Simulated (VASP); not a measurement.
A run of VASP 6.6.1 is set up as follows.

File POSCAR:

```
TlBr
1.0
    3.9386730000      0.0000000000      0.0000000000
    0.0000000000      3.9386730000      0.0000000000
    0.0000000000      0.0000000000      3.9386730000
Tl Br
1 1
Direct
    0.0000000000      0.0000000000      0.0000000000
    0.5000000000      0.5000000000      0.5000000000
```

The input INCAR.step1:

```
ALGO = Normal
EDIFF = 1E-5
ENCUT = 550
GGA = PE
GGA_COMPAT = F
ISMEAR = -1
LASPH = T
LCHARG = F
LREAL = F
LWAVE = T
NBANDS = 17
NELM = 120
PREC = Accurate
SIGMA = 0.1
```

The input INCAR.step2:

```
ALGO = Normal
EDIFF = 1E-6
ENCUT = 550
GGA_COMPAT = F
ISIF = 2
ISMEAR = -1
ISTART = 1
LASPH = T
LCHARG = F
LMIXTAU = T
LREAL = F
LWAVE = F
METAGGA = R2SCAN
NBANDS = 17
NELM = 120
PREC = Accurate
SIGMA = 0.1
```

KPOINTS

```
k-points
0
Gamma
  5 5 5
```

Potentials or basis: VASP PAW PBE potentials, release 64 (Tl_d, Br).

The run is started by

```sh
$ cat potpaw_PBE.64/Tl_d/POTCAR potpaw_PBE.64/Br/POTCAR > POTCAR
$ cp INCAR.step1 INCAR
$ mpirun -np 1 vasp_std > vasp.out
$ cp INCAR.step2 INCAR
$ mpirun -np 1 vasp_std > vasp.out
```

Task: Estimate the band gap on the k mesh.

Result: 3.02 eV, direct.

Task: Estimate the pressure.

Result: 1.2 GPa.

Caveat: the PAW data sets were made with another functional, which shifts forces and pressure a little; spin-orbit coupling is left out, which moves the levels of the heavy elements. r2SCAN opens gaps a little over a GGA but as a rule still falls short of measured ones.
